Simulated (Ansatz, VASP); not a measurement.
**Si: VASP beside Ansatz**

INCAR

```
SYSTEM = Si
ALGO = Normal
EDIFF = 1E-6
ENCUT = 520
GGA = PE
ISIF = 2
ISMEAR = 0
LASPH = .TRUE.
LCHARG = .FALSE.
LREAL = .FALSE.
LWAVE = .FALSE.
NBANDS = 11
NELM = 100
PREC = Accurate
SIGMA = 0.05
```

KPOINTS

```
k-points
0
G
  8 8 8
  0 0 0
```

The input POSCAR:

```
Si
1.0
    0.0000000000      2.7109510062      2.7827416381
    2.7109510062      0.0000000000      2.7827416381
    2.7109510062      2.7109510062      0.0000000000
Si
2
Direct
    0.5000000000      0.5000000000      0.5000000000
    0.7500000000      0.7500000000      0.7500000000
```

Input for Ansatz:

```yaml
crystal:
  lattice:
    - [0.0, 2.7109510062, 2.7827416381]
    - [2.7109510062, 0.0, 2.7827416381]
    - [2.7109510062, 2.7109510062, 0.0]
  atoms:
    - { symbol: Si, position: [0.5, 0.5, 0.5] }
    - { symbol: Si, position: [0.75, 0.75, 0.75] }
basis:
  ecutwfc: 420
kpoints:
  mp_grid: { grid: [8, 8, 8] }
hamiltonian:
  xc: pbe
scf:
  occupations: { method: gaussian, width: 0.05 }
output:
  forces: true
  stress: true
  eigenvalues: true
```

Change from the starting cell: strain +e along x and -e along y +0.0000, strain +e along z and -e/2 along x and y +0.0175.

Alike in both runs: task single point; functional PBE; k mesh 8 × 8 × 8; occupations gaussian, width 0.05 eV; no spin polarisation.

```csv
,VASP,Ansatz
version,VASP 6.6.1,Ansatz 0.2.0
potentials or method,"VASP PAW PBE potentials, release 64 (Si), cutoff 520 eV","scalar-relativistic, plane waves, PAW"
valence electrons in the cell,8,8
```

|  | VASP | Ansatz | Ansatz less VASP |
| --- | --- | --- | --- |
| gap on the k mesh at the Fermi level (eV) | 0.51 | 0.51 | -0.003 |
| least direct gap on the mesh (eV) | 2.46 | 2.46 | -0.005 |
| pressure (GPa) | 0.0 | 0.0 | +0.08 |
| traceless stress, the component that is largest in VASP (GPa) | -1.75 | -1.75 | +0.005 |
